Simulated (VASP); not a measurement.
A run of VASP 6.6.1 is set up as follows.

INCAR

```
ALGO     = Fast           # electronic algorithm
EDIFF    = 1E-6           # SCF threshold, eV
ENCUT    = 520            # plane-wave cutoff, eV
GGA      = PE             # functional
ISIF     = 2              # what is computed and relaxed
ISMEAR   = 0              # smearing method
LASPH    = True           # aspherical terms in the spheres
LCHARG   = False          # write CHGCAR
LREAL    = False          # projectors in reciprocal space
LWAVE    = False          # write WAVECAR
NBANDS   = 11             # bands
NELM     = 100            # most SCF steps
PREC     = Accurate       # precision mode
SIGMA    = 0.15           # smearing width, eV
```

KPOINTS

```
k-points
0
Gamma
  20 20 20
```

The input POSCAR:

```
Pt
1.0
    0.0171316250      1.9579000000      1.9579000000
    1.9579000000      0.0171316250      1.9579000000
    1.9750316250      1.9750316250      0.0000000000
Pt
1
Direct
    0.0000000000      0.0000000000      0.0000000000
```

Potentials or basis: VASP PAW PBE potentials, release 64 (Pt).

Launch:

```sh
$ cat potpaw_PBE.64/Pt/POTCAR > POTCAR
$ mpirun -np 1 vasp_std > vasp.out
```

**Question.** Estimate the band gap on the k mesh.

**Answer.** Zero (bands 5 and 6 overlap by 2.29 eV).

**Question.** Estimate the pressure.

**Answer.** 11.1 GPa.

Stress tensor (GPa, compression positive):
```
11.19 -1.52  0.00
-1.52 11.19  0.00
 0.00  0.00 10.88
```

Caveat: the cell differs from its parent crystal (strain +0.0175 x Voigt [0, 0, 0, 0, 0, 1]); the cell stands under pressure; spin-orbit coupling is left out, which moves the levels of the heavy elements.
